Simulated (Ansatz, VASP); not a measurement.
## One calculation of GaN, two programs

```
CELL_PARAMETERS angstrom
2.22665 2.22665 0.00000
-2.22665 2.22665 0.00000
0.00000 2.22665 2.27276
ATOMIC_POSITIONS crystal
Ga 0.00000 0.00000 0.00000
N 0.25000 0.75000 0.50000
```

Change from the starting cell: film at in-plane strain -0.01.

Alike in both runs: task single point; functional PBEsol; k mesh 10 × 10 × 10; non-collinear spin, spin-orbit coupling.

|  | VASP | Ansatz |
| --- | --- | --- |
| version | VASP 6.6.1 | Ansatz 0.2.0 |
| potentials or method | VASP PAW PBE potentials, release 64 (Ga_d, N), cutoff 520 eV | all-electron LAPW |
| occupations | gaussian, width 0.01 eV | fixed |

|  | VASP | Ansatz | Ansatz less VASP |
| --- | --- | --- | --- |
| pressure (GPa) | 1.6 | 1.8 | +0.20 |
| traceless stress, the component that is largest in VASP (GPa) | -1.77 | -1.76 | +0.012 |
| net moment per atom (μB) | 0.00 | 0.00 | 0.000 |

VASP's potentials were made for PBE, not for PBEsol. Ansatz ran all-electron here, and VASP with PAW potentials.
